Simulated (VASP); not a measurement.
# BN (P1) in VASP: relaxation of cell and atoms with PBE

Aim: the relaxation of cell and atoms of BN with PBE.

The COD entry that gives the cell may itself be a prediction, so a difference from it is no test against experiment.

Program: VASP 6.6.1. These are calculated values, not measurements. Logs are shortened: lines on timing, memory, paths and dates and some standing lists are left out, and cuts for length are marked.

### Step 1. The cell of the first run

The typed cell holds 8 atoms: a = 2.562 Å, b = 2.585 Å, c = 8.493 Å, α = 89.77°, β = 90.77°, γ = 119.44°.

### Step 2. Relaxation of cell and atoms, PBE

Input file INCAR:

```
SYSTEM = BN
PREC = Accurate ; ENCUT = 600
EDIFF = 1E-7 ; ISMEAR = 0
SIGMA = 0.1 ; LREAL = .FALSE.
LASPH = .TRUE. ; NELM = 80
ALGO = Normal ; ISIF = 3
LWAVE = .FALSE. ; LCHARG = .FALSE.
GGA = PE ; IBRION = 2
NSW = 80 ; EDIFFG = -0.025
```

Input file KPOINTS:

```
Automatic mesh
0
G
  6 6 2
  0 0 0
```

Input file POSCAR:

```
BN
1.0
    2.5619961424      0.0060897774     -0.0172375927
   -1.2757241692      2.2480068156      0.0052670398
   -0.0566546640     -0.0127204036      8.4932616433
B N
4 4
Direct
    0.0234634738      0.0342127514      0.0894882302
    0.0030211299     -0.0223946101      0.5917870135
    0.3223536109      0.6796987112      0.3480403130
    0.6916111889      0.3211512982      0.8506262381
   -0.0358445515      0.9660143289      0.4015774738
   -0.0027899639     -0.0030442695      0.9018249378
    0.3220883662      0.6573479141      0.1542637211
    0.6760967456      0.3670138758      0.6623920725
```

Potentials or basis: VASP PAW PBE potentials, release 64 (B, N).

Started as:

```
$ cat potpaw_PBE.64/B/POTCAR potpaw_PBE.64/N/POTCAR > POTCAR
$ mpirun -np 1 vasp_std > vasp.out
```

OUTCAR:

```text
SYSTEM = BN
   PREC = Accurate
   ENCUT = 600
   EDIFF = 1E-7
   ISMEAR = 0
   LREAL = .FALSE.
   LASPH = .TRUE.
   NELM = 80
   ISIF = 3
   GGA = PE
   IBRION = 2
   NSW = 80
   EDIFFG = -0.025

 ion  position               nearest neighbor table
   1  0.023  0.034  0.089-   7 1.51   6 1.60   7 1.60   7 1.67
   2  0.003  0.978  0.592-   8 1.50   5 1.62   8 1.62   8 1.71
   3  0.322  0.680  0.348-   5 1.50   5 1.51   7 1.65   5 1.67
   4  0.692  0.321  0.851-   6 1.46   6 1.58   8 1.60   6 1.62
   5  0.964  0.966  0.402-   3 1.50   3 1.51   2 1.62   3 1.67
   6  0.997  0.997  0.902-   4 1.46   4 1.58   1 1.60   4 1.62
   7  0.322  0.657  0.154-   1 1.51   1 1.60   3 1.65   1 1.67
   8  0.676  0.367  0.662-   2 1.50   4 1.60   2 1.62   2 1.71

  LATTYP: Found a triclinic cell.
 ALAT       =     2.5620613681
 B/A-ratio  =     1.0088633157
 C/A-ratio  =     3.3150884796
 COS(alpha) =     0.0040273286
 COS(beta)  =     0.0134016366
 COS(gamma) =     0.4914882032

  Lattice vectors:

 A1 = (   2.5619961424,   0.0060897774,  -0.0172375927)
 A2 = (   1.2757241692,  -2.2480068156,  -0.0052670398)
 A3 = (   0.0566546640,   0.0127204036,  -8.4932616433)

Analysis of symmetry for initial positions (statically):
=====================================================================
 Subroutine PRICEL returns:
 Original cell was already a primitive cell.

 Routine SETGRP: Setting up the symmetry group for a
 triclinic supercell.

 Subroutine GETGRP returns: Found  1 space group operations
 (whereof  1 operations were pure point group operations)
 out of a pool of  2 trial point group operations.

The static configuration has the point symmetry C_1 .

Analysis of symmetry for dynamics (positions and initial velocities):
=====================================================================
 Subroutine PRICEL returns:
 Original cell was already a primitive cell.

 Routine SETGRP: Setting up the symmetry group for a
 triclinic supercell.

 Subroutine GETGRP returns: Found  1 space group operations
 (whereof  1 operations were pure point group operations)
 out of a pool of  2 trial point group operations.

The dynamic configuration has the point symmetry C_1 .

 Subroutine INISYM returns: Found  1 space group operations
 (whereof  1 operations are pure point group operations),
 and found     1 'primitive' translations

----------------------------------------------------------------------------------------

                                     Primitive cell

  volume of cell :      48.9796

  direct lattice vectors                    reciprocal lattice vectors
     2.561996142  0.006089777 -0.017237593     0.389814567  0.221209482  0.002931581
    -1.275724169  2.248006816  0.005267040    -0.001051515  0.444240241  0.000658327
    -0.056654664 -0.012720404  8.493261643     0.000791805  0.000173466  0.117745939

  length of vectors
     2.562061368  2.584769727  8.493460125     0.448216048  0.444241973  0.117748729

  position of ions in fractional coordinates (direct lattice)
     0.023463474  0.034212751  0.089488230
     0.003021130  0.977605390  0.591787014
     0.322353611  0.679698711  0.348040313
     0.691611189  0.321151298  0.850626238
     0.964155449  0.966014329  0.401577474
     0.997210036  0.996955730  0.901824938
     0.322088366  0.657347914  0.154263721
     0.676096746  0.367013876  0.662392072

  ion indices of the primitive-cell ions
   primitive index   ion index
                 1           1
                 2           2
                 3           3
                 4           4
                 5           5
                 6           6
                 7           7
                 8           8

----------------------------------------------------------------------------------------

 KPOINTS: Automatic mesh

Automatic generation of k-mesh.
 Grid dimensions read from file:
 generate k-points for:    6    6    2

 Generating k-lattice:

  Cartesian coordinates                     Fractional coordinates (reciprocal lattice)
     0.064969094  0.036868247  0.000488597     0.166666667 -0.000000000  0.000000000
    -0.000175252  0.074040040  0.000109721    -0.000000000  0.166666667  0.000000000
     0.000395902  0.000086733  0.058872969     0.000000000  0.000000000  0.500000000

  Length of vectors
     0.074702675  0.074040329  0.058874364

  Shift w.r.t. Gamma in fractional coordinates (k-lattice)
     0.000000000  0.000000000  0.000000000

 Subroutine IBZKPT returns following result:
 ===========================================

 Found     40 irreducible k-points:

 Following reciprocal coordinates:
            Coordinates               Weight
  0.000000  0.000000  0.000000      1.000000
  0.166667  0.000000  0.000000      2.000000
  0.333333  0.000000  0.000000      2.000000
  0.500000  0.000000 -0.000000      1.000000
 -0.000000  0.166667  0.000000      2.000000
  0.166667  0.166667 -0.000000      2.000000
[... 16 lines left out ...]
  0.333333  0.000000  0.500000      2.000000
  0.500000  0.000000  0.500000      1.000000
 [... further k-points ...]
   k-points           NKPTS =     40   k-points in BZ     NKDIM =     40   number of bands    NBANDS=     21
   number of dos      NEDOS =    301   number of ions     NIONS =      8
   total plane-waves  NPLWV =  33600
   dimension x,y,z NGX =    20 NGY =   24 NGZ =   70
   dimension x,y,z NGXF=    40 NGYF=   48 NGZF=  140
   ions per type =               4   4
   NGX,Y,Z   is equivalent  to a cutoff of  12.98, 15.44, 13.70 a.u.
   NGXF,Y,Z  is equivalent  to a cutoff of  25.96, 30.87, 27.40 a.u.
 SYSTEM =  BN
   PREC   = accura    normal or accurate (medium, high low for compatibility)
   ISTART =      0    job   : 0-new  1-cont  2-samecut
   ICHARG =      2    charge: 1-file 2-atom 10-const
   ISPIN  =      1    spin polarized calculation?
   LNONCOLLINEAR =      F non collinear calculations
   LSORBIT =      F    spin-orbit coupling
   LASPH  =      T    aspherical Exc in radial PAW
   ENCUT  =  600.0 eV  44.10 Ry    6.64 a.u.   5.12  5.16 16.96*2*pi/ulx,y,z
   NELM   =     80;   NELMIN=  2; NELMDL= -5     # of ELM steps
   EDIFF  = 0.1E-06   stopping-criterion for ELM
   LREAL  =      F    real-space projection
   EDIFFG = -.3E-01   stopping-criterion for IOM
   NSW    =     80    number of steps for IOM
   IBRION =      2    ionic relax: 0-MD 1-quasi-New 2-CG
   NFREE  =      1    steps in history (QN), initial steepest desc. (CG)
   ISIF   =      3    stress and relaxation
   ISYM   =      2    0-nonsym 1-usesym 2-fastsym
   POTIM  = 0.5000    time-step for ionic-motion
   TEBEG  =    0.0;   TEEND  =   0.0 temperature during run
   PSTRESS=    0.0 pullay stress
   NELECT =      32.0000    total number of electrons
   NUPDOWN=      -1.0000    fix difference up-down
   EMIN   =  10.00;   EMAX   =-10.00  energy-range for DOS
   EFERMI =   0.00;   METHOD = LEGACY
   ISMEAR =     0;   SIGMA  =   0.10  broadening in eV -4-tet -1-fermi 0-gaus
   EFERMI_NEDOS =   21; number of points for ismear=-14 and -15
   IALGO  =     38    algorithm
   IMIX   =      4    mixing-type and parameters
     AMIX     =   0.40;   BMIX     =  1.00
     AMIX_MAG =   1.60;   BMIX_MAG =  1.00
  volume/ion in A,a.u.               =       6.12        41.32
  Fermi-wavevector in a.u.,A,eV,Ry     =   1.420538  2.684428 27.455593  2.017929
  Thomas-Fermi vector in A             =   2.541443
   LORBIT       =      0    0 simple, 1 ext, 2 COOP (PROOUT), +10 PAW based schemes
   GGA     = PE    functional components
   LHFCALC =     F    Hartree Fock is set to
   AEXX    =    0.0000 exact exchange contribution
   IVDW    =     0    specifies the selected vdW correction
   LEPSILON=     F    determine dielectric tensor
   LRPA    =     F    only Hartree local field effects (RPA)
 conjugate gradient relaxation of ions
 non-spin polarized calculation
 Gauss-broadening in eV      SIGMA  =   0.10
  energy-cutoff  :      600.00
  volume of cell :       48.98
 maximum number of plane-waves:      1650
   NGX = 11   NGY = 11   NGZ = 33

--------------------------------------- Ionic step        1  -------------------------------------------

 number of electron      31.9999999 magnetization

 Free energy of the ion-electron system (eV)
  ---------------------------------------------------
  ext. energy  EPLUGINS =         0.00000000
  ---------------------------------------------------
  free energy    TOTEN  =       -68.86816370 eV

  energy without entropy =      -68.86816370  energy(sigma->0) =      -68.86816370

------------------------ aborting loop because EDIFF is reached ----------------------------------------

  FORCE on cell =-STRESS in cart. coord.  units (eV):
  Direction    XX          YY          ZZ          XY          YZ          ZX
  --------------------------------------------------------------------------------------
  -------------------------------------------------------------------------------------
  Total        0.5639465     -2.8570591     -2.5885041     -1.0154996      0.0597147      1.3922304
  in kB       18.4473039    -93.4575129    -84.6727868    -33.2180964      1.9533345     45.5413714
  external PRESSURE =     -53.2276652 kB  Pullay stress =       0.0000000 kB
[... 107 lines left out ...]
  FREE ENERGIE OF THE ION-ELECTRON SYSTEM (eV)
  ---------------------------------------------------
  free  energy   TOTEN  =       -69.6729426023 eV

  energy  without entropy=      -69.6729426023  energy(sigma->0) =      -69.67294260

[... ionic steps 4 to 13 ...]

--------------------------------------- Ionic step       14  -------------------------------------------

 number of electron      31.9999999 magnetization

------------------------ aborting loop because EDIFF is reached ----------------------------------------
[... 79 lines left out ...]
--------------------------------------- Ionic step       16  -------------------------------------------

 number of electron      31.9999999 magnetization

 Free energy of the ion-electron system (eV)
  ---------------------------------------------------
  ext. energy  EPLUGINS =         0.00000000
  ---------------------------------------------------
  free energy    TOTEN  =       -69.75660732 eV

  energy without entropy =      -69.75660732  energy(sigma->0) =      -69.75660732

 E-fermi :   7.8345     XC(G=0): -12.7729

 val. band max:        7.3663518691   @ k =   0.0000   0.0000   0.0000
 cond. band min:      12.8580899561   @ k =  -0.0000   0.5000   0.0000
 fundamental gap:      5.4917380870
 Fermi energy:         7.8345025933

 k-point     1 :       0.0000    0.0000    0.0000
  band No.  band energies     occupation
      1     -12.8475      2.00000
      2     -11.4266      2.00000
      3     -11.3552      2.00000
      4      -8.7018      2.00000
      5      -3.3523      2.00000
      6       1.7815      2.00000
[... 565 lines left out ...]
     20      15.6995      0.00000
     21      17.8481      0.00000

 [... further k-points ...]
[... 5 lines left out ...]
  --------------------------------------------------------------------------------------
  -------------------------------------------------------------------------------------
  Total       -0.0333728     -0.0099370     -0.0300017      0.0034301     -0.0040147     -0.0049289
  in kB       -1.1214552     -0.3339232     -1.0081753      0.1152656     -0.1349095     -0.1656303
  external PRESSURE =      -0.8211846 kB  Pullay stress =       0.0000000 kB
[... 23 lines left out ...]
  FREE ENERGIE OF THE ION-ELECTRON SYSTEM (eV)
  ---------------------------------------------------
  free  energy   TOTEN  =       -69.7566073199 eV

  energy  without entropy=      -69.7566073199  energy(sigma->0) =      -69.75660732

 reached required accuracy - stopping structural energy minimisation
```

It took 3.7 min on 1 thread of Intel Xeon 6975P-C (Granite Rapids), shared host; peak memory 0.18 GiB.

Results:

* Free energy: -69.7566 eV
* Relaxed volume: 5.96 Å³/atom
* Relaxed cell: a = 2.559 Å, b = 2.559 Å, c = 8.409 Å, α = 90.00°, β = 90.00°, γ = 120.00°
* Space group after relaxing (to 0.05 Å): P6_3mc (No. 186)
* Energy gained by relaxing: 111.1 meV/atom
* Ionic steps: 16
* Pressure after relaxing: -0.1 GPa
* Largest force after relaxing: 0.017 eV/Å
* Band gap on the k mesh: 5.49 eV, indirect (least direct gap 7.50 eV)

Forces on the atoms (eV/Å):
```
B    0.000  0.011  0.005
B    0.001  0.011  0.003
B    0.005 -0.004  0.001
B    0.007 -0.014 -0.005
N   -0.002 -0.004  0.000
N   -0.016  0.000  0.002
N    0.003 -0.002  0.011
N    0.002  0.003 -0.017
```

Step by step:
```
step  energy change (eV)  largest force (eV/Å)  pressure (GPa)  volume (Å³)
   1              0.0000                3.7377           -5.32        48.98
   2              0.3327                4.6778            6.35        47.54
   3             -0.8048                1.0242           -4.84        48.34
   4             -0.8446                0.7824            4.37        47.15
   5             -0.8666                0.4277            0.71        47.58
   6             -0.8782                0.3117            0.38        47.62
   7             -0.8782                0.3131            0.38        47.62
   8             -0.8847                0.1894           -0.44        47.73
   9             -0.8847                0.1963           -0.47        47.73
  10             -0.8869                0.1337           -0.04        47.67
  11             -0.8869                0.1166           -0.11        47.68
  12             -0.8880                0.0564            0.22        47.64
  13             -0.8881                0.0684            0.28        47.63
  14             -0.8883                0.0411           -0.07        47.68
  15             -0.8883                0.0333           -0.01        47.67
  16             -0.8884                0.0172           -0.08        47.68
```

Final structure:
```
CELL_PARAMETERS angstrom
2.55889 0.00000 0.00010
-1.27951 2.21581 -0.00002
0.00016 0.00026 8.40885
ATOMIC_POSITIONS crystal
B 0.99992 0.99978 0.09334
B 0.99970 0.99960 0.59341
B 0.33322 0.66681 0.34404
B 0.66704 0.33378 0.84410
N 0.99993 0.00011 0.40673
N 0.00051 0.00030 0.90674
N 0.33324 0.66657 0.15576
N 0.66644 0.33304 0.65589
```

Caveat: the k points lie up to 0.47 Å⁻¹ apart in the final cell. A k mesh can miss the band edges.
